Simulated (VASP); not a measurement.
# Sr2Hf2W (P3m1) in VASP: single point with PBE

Aim: the single point of Sr2Hf2W with PBE.

Program: VASP 6.6.1. These are calculated values, not measurements. Logs are shortened: lines on timing, memory, paths and dates and some standing lists are left out, and cuts for length are marked.

### Step 1. The cell of the first run

It takes space group P3m1 (No. 156, trigonal). Conventional cell: a = 3.799 Å, b = 3.799 Å, c = 13.939 Å, α = 90.00°, β = 90.00°, γ = 120.00°. Within 4.9 Å of Sr (site symmetry 3m) lie 6 Hf at 3.73 Å and 6 Sr at 3.80 Å. Within 4.6 Å of Sr (site symmetry 3m) lie 3 W at 3.52 Å and 3 Hf at 3.73 Å and 6 Sr at 3.80 Å. Within 4.0 Å of Hf (site symmetry 3m) lie 3 W at 3.06 Å and 3 Sr at 3.73 Å and 6 Hf at 3.80 Å. Hf (site symmetry 3m) has 6 Sr at 3.73 Å and 6 Hf at 3.80 Å within 4.9 Å. W (site symmetry 3m) has 3 Hf at 3.06 Å and 3 Sr at 3.52 Å and 6 W at 3.80 Å within 4.0 Å.

The cell was built from a structure type or drawn by symmetry, and may not be a known phase.

### Step 2. Single point, PBE

File INCAR:

```
ALGO = Normal
EDIFF = 1E-7
ENCUT = 520
GGA = PE
ISIF = 2
ISMEAR = 0
LASPH = True
LCHARG = True
LELF = True
LREAL = False
LVHAR = True
LWAVE = False
NBANDS = 35
NELM = 60
PREC = Accurate
SIGMA = 0.1
```

File KPOINTS:

```
k-points
0
Gamma
  6 6 2
```

File POSCAR:

```
Sr2Hf2W
1.0
    3.7987973300      0.0000000000      0.0000000000
   -1.8993986700      3.2898549900      0.0000000000
    0.0000000000      0.0000000000     13.9389159200
Sr Hf W
2 2 1
Direct
    0.6666666700      0.3333333300      0.3692372500
    0.3333333300      0.6666666700      0.8021959300
    0.3333333300      0.6666666700      0.1527579100
    0.0000000000      0.0000000000      0.5857165900
    0.0000000000      0.0000000000      0.0000000000
```

Potentials or basis: VASP PAW PBE potentials, release 64 (Sr_sv, Hf_pv, W_sv).

Launch:

```bash
$ cat potpaw_PBE.64/Sr_sv/POTCAR potpaw_PBE.64/Hf_pv/POTCAR potpaw_PBE.64/W_sv/POTCAR > POTCAR
$ mpirun -np 1 vasp_std > vasp.out
```

OUTCAR:

```text
EDIFF = 1E-7
   ENCUT = 520
   GGA = PE
   ISIF = 2
   ISMEAR = 0
   LASPH = True
   LREAL = False
   NELM = 60
   PREC = Accurate

 ion  position               nearest neighbor table
   1  0.667  0.333  0.369-   3 3.73   3 3.73   4 3.73   4 3.73   4 3.73   3 3.73
   2  0.333  0.667  0.802-   5 3.52   5 3.52   5 3.52   4 3.73   4 3.73   4 3.73
   3  0.333  0.667  0.153-   5 3.06   5 3.06   5 3.06   1 3.73   1 3.73   1 3.73
   4  0.000  0.000  0.586-   1 3.73   2 3.73   1 3.73   2 3.73   1 3.73   2 3.73
   5  0.000  0.000  0.000-   3 3.06   3 3.06   3 3.06   2 3.52   2 3.52   2 3.52

  LATTYP: Found a hexagonal cell.
 ALAT       =     3.7987973300
 C/A-ratio  =     3.6692970720

  Lattice vectors:

 A1 = (   3.7987973300,   0.0000000000,   0.0000000000)
 A2 = (  -1.8993986700,   3.2898549900,   0.0000000000)
 A3 = (   0.0000000000,   0.0000000000,  13.9389159200)

Analysis of symmetry for initial positions (statically):
=====================================================================
 Subroutine PRICEL returns:
 Original cell was already a primitive cell.

 Routine SETGRP: Setting up the symmetry group for a
 hexagonal supercell.

 Subroutine GETGRP returns: Found  6 space group operations
 (whereof  6 operations were pure point group operations)
 out of a pool of 24 trial point group operations.

The static configuration has the point symmetry C_3v.

Analysis of symmetry for dynamics (positions and initial velocities):
=====================================================================
 Subroutine PRICEL returns:
 Original cell was already a primitive cell.

 Routine SETGRP: Setting up the symmetry group for a
 hexagonal supercell.

 Subroutine GETGRP returns: Found  6 space group operations
 (whereof  6 operations were pure point group operations)
 out of a pool of 24 trial point group operations.

The dynamic configuration has the point symmetry C_3v.

 Subroutine INISYM returns: Found  6 space group operations
 (whereof  6 operations are pure point group operations),
 and found     1 'primitive' translations

----------------------------------------------------------------------------------------

                                     Primitive cell

  volume of cell :     174.2015

  direct lattice vectors                    reciprocal lattice vectors
     3.798797330  0.000000000  0.000000000     0.263241209  0.151982383  0.000000000
    -1.899398670  3.289854990  0.000000000     0.000000000  0.303964765  0.000000000
     0.000000000  0.000000000 13.938915920     0.000000000  0.000000000  0.071741591

  length of vectors
     3.798797330  3.798797331 13.938915920     0.303964765  0.303964765  0.071741591

  position of ions in fractional coordinates (direct lattice)
     0.666666670  0.333333330  0.369237250
     0.333333330  0.666666670  0.802195930
     0.333333330  0.666666670  0.152757910
     0.000000000  0.000000000  0.585716590
     0.000000000  0.000000000  0.000000000

  ion indices of the primitive-cell ions
   primitive index   ion index
                 1           1
                 2           2
                 3           3
                 4           4
                 5           5

----------------------------------------------------------------------------------------

 KPOINTS: k-points

Automatic generation of k-mesh.
 Grid dimensions read from file:
 generate k-points for:    6    6    2

 Generating k-lattice:

  Cartesian coordinates                     Fractional coordinates (reciprocal lattice)
     0.043873535  0.025330397  0.000000000     0.166666667  0.000000000  0.000000000
     0.000000000  0.050660794  0.000000000     0.000000000  0.166666667  0.000000000
     0.000000000  0.000000000  0.035870795     0.000000000  0.000000000  0.500000000

  Length of vectors
     0.050660794  0.050660794  0.035870795

  Shift w.r.t. Gamma in fractional coordinates (k-lattice)
     0.000000000  0.000000000  0.000000000

 Subroutine IBZKPT returns following result:
 ===========================================

 Found     14 irreducible k-points:

 Following reciprocal coordinates:
            Coordinates               Weight
  0.000000  0.000000  0.000000      1.000000
  0.166667  0.000000  0.000000      6.000000
  0.333333  0.000000  0.000000      6.000000
  0.500000  0.000000  0.000000      3.000000
  0.166667  0.166667  0.000000      6.000000
  0.333333  0.166667  0.000000     12.000000
  0.333333  0.333333  0.000000      2.000000
  0.000000  0.000000  0.500000      1.000000
  0.166667  0.000000  0.500000      6.000000
  0.333333  0.000000  0.500000      6.000000
  0.500000  0.000000  0.500000      3.000000
  0.166667  0.166667  0.500000      6.000000
  0.333333  0.166667  0.500000     12.000000
  0.333333  0.333333  0.500000      2.000000
   k-points           NKPTS =     14   k-points in BZ     NKDIM =     14   number of bands    NBANDS=     35
   number of dos      NEDOS =    301   number of ions     NIONS =      5
   total plane-waves  NPLWV =  84672
   dimension x,y,z NGX =    28 NGY =   28 NGZ =  108
   dimension x,y,z NGXF=    56 NGYF=   56 NGZF=  216
   ions per type =               2   2   1
   NGX,Y,Z   is equivalent  to a cutoff of  12.25, 12.25, 12.88 a.u.
   NGXF,Y,Z  is equivalent  to a cutoff of  24.51, 24.51, 25.76 a.u.
 SYSTEM =  unknown system
   PREC   = accura    normal or accurate (medium, high low for compatibility)
   ISTART =      0    job   : 0-new  1-cont  2-samecut
   ICHARG =      2    charge: 1-file 2-atom 10-const
   ISPIN  =      1    spin polarized calculation?
   LNONCOLLINEAR =      F non collinear calculations
   LSORBIT =      F    spin-orbit coupling
   LASPH  =      T    aspherical Exc in radial PAW
   ENCUT  =  520.0 eV  38.22 Ry    6.18 a.u.   7.06  7.06 25.92*2*pi/ulx,y,z
   NELM   =     60;   NELMIN=  2; NELMDL= -5     # of ELM steps
   EDIFF  = 0.1E-06   stopping-criterion for ELM
   LREAL  =      F    real-space projection
   EDIFFG = 0.1E-05   stopping-criterion for IOM
   NSW    =      0    number of steps for IOM
   IBRION =     -1    ionic relax: 0-MD 1-quasi-New 2-CG
   NFREE  =      0    steps in history (QN), initial steepest desc. (CG)
   ISIF   =      2    stress and relaxation
   ISYM   =      2    0-nonsym 1-usesym 2-fastsym
   POTIM  = 0.5000    time-step for ionic-motion
   TEBEG  =    0.0;   TEEND  =   0.0 temperature during run
   PSTRESS=    0.0 pullay stress
   NELECT =      54.0000    total number of electrons
   NUPDOWN=      -1.0000    fix difference up-down
   EMIN   =  10.00;   EMAX   =-10.00  energy-range for DOS
   EFERMI =   0.00;   METHOD = LEGACY
   ISMEAR =     0;   SIGMA  =   0.10  broadening in eV -4-tet -1-fermi 0-gaus
   EFERMI_NEDOS =   21; number of points for ismear=-14 and -15
   IALGO  =     38    algorithm
   IMIX   =      4    mixing-type and parameters
     AMIX     =   0.40;   BMIX     =  1.00
     AMIX_MAG =   1.60;   BMIX_MAG =  1.00
  volume/ion in A,a.u.               =      34.84       235.11
  Fermi-wavevector in a.u.,A,eV,Ry     =   1.107955  2.093731 16.702026  1.227564
  Thomas-Fermi vector in A             =   2.244476
   LORBIT       =      0    0 simple, 1 ext, 2 COOP (PROOUT), +10 PAW based schemes
   GGA     = PE    functional components
   LHFCALC =     F    Hartree Fock is set to
   AEXX    =    0.0000 exact exchange contribution
   IVDW    =     0    specifies the selected vdW correction
   LEPSILON=     F    determine dielectric tensor
   LRPA    =     F    only Hartree local field effects (RPA)
 non-spin polarized calculation
 Gauss-broadening in eV      SIGMA  =   0.10
  energy-cutoff  :      520.00
  volume of cell :      174.20
 maximum number of plane-waves:      4725
   NGX = 15   NGY = 15   NGZ = 51

 number of electron      54.0000005 magnetization

 Free energy of the ion-electron system (eV)
  ---------------------------------------------------
  ext. energy  EPLUGINS =         0.00000000
  ---------------------------------------------------
  free energy    TOTEN  =       -29.75422294 eV

  energy without entropy =      -29.70219122  energy(sigma->0) =      -29.72820708

 E-fermi :   2.7650     XC(G=0):  -9.1862

 val. band max:        2.7625008835   @ k =   0.3333   0.1667   0.0000
 cond. band min:       2.7655831349   @ k =   0.0000   0.0000   0.5000
 fundamental gap:      0.0030822514
 Fermi energy:         2.7649641945

 k-point     1 :       0.0000    0.0000    0.0000
  band No.  band energies     occupation
      1     -71.1691      2.00000
      2     -35.3293      2.00000
      3     -35.3293      2.00000
      4     -35.1443      2.00000
      5     -32.8601      2.00000
      6     -32.6793      2.00000
[... 27 lines left out ...]
     34       4.6717      0.00000
     35       4.8611      0.00000

 k-point     2 :       0.1667    0.0000    0.0000
  band No.  band energies     occupation
      1     -71.1689      2.00000
      2     -35.3382      2.00000
      3     -35.3316      2.00000
      4     -35.1431      2.00000
      5     -32.8489      2.00000
      6     -32.6681      2.00000
[... 27 lines left out ...]
     34       4.5993      0.00000
     35       4.6271      0.00000

 k-point     3 :       0.3333    0.0000    0.0000
  band No.  band energies     occupation
      1     -71.1685      2.00000
      2     -35.3559      2.00000
      3     -35.3362      2.00000
      4     -35.1409      2.00000
      5     -32.8262      2.00000
      6     -32.6456      2.00000
[... 27 lines left out ...]
     34       4.3523      0.00000
     35       4.6591      0.00000
[... 343 lines left out ...]
 k-point    13 :       0.3333    0.1667    0.5000
  band No.  band energies     occupation
      1     -71.1683      2.00000
      2     -35.3603      2.00000
      3     -35.3430      2.00000
      4     -35.1398      2.00000
      5     -32.8148      2.00000
      6     -32.6343      2.00000
[... 27 lines left out ...]
     34       4.3931      0.00000
     35       4.7976      0.00000

 k-point    14 :       0.3333    0.3333    0.5000
  band No.  band energies     occupation
      1     -71.1681      2.00000
      2     -35.3550      2.00000
      3     -35.3538      2.00000
      4     -35.1393      2.00000
      5     -32.8091      2.00000
      6     -32.6286      2.00000
[... 27 lines left out ...]
     34       4.4400      0.00000
     35       4.8173      0.00000

------------------------ aborting loop because EDIFF is reached ----------------------------------------

  FORCE on cell =-STRESS in cart. coord.  units (eV):
  Direction    XX          YY          ZZ          XY          YZ          ZX
  --------------------------------------------------------------------------------------
  -------------------------------------------------------------------------------------
  Total      -11.0474741    -11.0474741     -9.4601494      0.0000000     -0.0000000     -0.0000000
  in kB     -101.6065483   -101.6065482    -87.0075021      0.0000002     -0.0000000     -0.0000000
  external PRESSURE =     -96.7401995 kB  Pullay stress =       0.0000000 kB

 VOLUME and BASIS-vectors are now :
 -----------------------------------------------------------------------------
  energy-cutoff  :      520.00
  volume of cell :      174.20
      direct lattice vectors                 reciprocal lattice vectors
     3.798797330  0.000000000  0.000000000     0.263241209  0.151982383  0.000000000
    -1.899398670  3.289854990  0.000000000     0.000000000  0.303964765  0.000000000
     0.000000000  0.000000000 13.938915920     0.000000000  0.000000000  0.071741591

 POSITION                                       TOTAL-FORCE (eV/Angst)
 -----------------------------------------------------------------------------------
      1.89940      1.09662      5.14677         0.000000     -0.000000      0.443548
     -0.00000      2.19324     11.18174         0.000000     -0.000000      0.251576
     -0.00000      2.19324      2.12928        -0.000000      0.000000     -3.369729
      0.00000      0.00000      8.16425        -0.000000      0.000000     -0.050886
      0.00000      0.00000      0.00000        -0.000000      0.000000      2.725490
 -----------------------------------------------------------------------------------
    total drift:                                0.000006     -0.000003     -0.000130

  FREE ENERGIE OF THE ION-ELECTRON SYSTEM (eV)
  ---------------------------------------------------
  free  energy   TOTEN  =       -29.7542229415 eV

  energy  without entropy=      -29.7021912172  energy(sigma->0) =      -29.72820708
```

Wall time 2 min (1 thread of Intel Xeon Platinum 8375C at 2.90GHz (Ice Lake), shared host); peak memory 0.32 GiB.

Results:

```yaml
Free_energy: -29.7542 eV
Pressure: -9.7 GPa
Largest_force: 3.370 eV/Å
Band_gap_on_the_k_mesh: zero (bands 27 and 28 overlap by 0.40 eV)
```

Forces in eV/Å, atoms in the order of the input:
```
Sr   0.000  0.000  0.444
Sr   0.000  0.000  0.252
Hf   0.000  0.000 -3.370
Hf   0.000  0.000 -0.051
W    0.000  0.000  2.725
```

Stress tensor (GPa, compression positive):
```
-10.16   0.00   0.00
  0.00 -10.16   0.00
  0.00   0.00  -8.70
```

Caveat: the cell stands under tension; spin-orbit coupling is left out, which moves the levels of the heavy elements; forces of over 1 eV/Å act on the atoms, so gaps and moduli don't describe the material at rest.
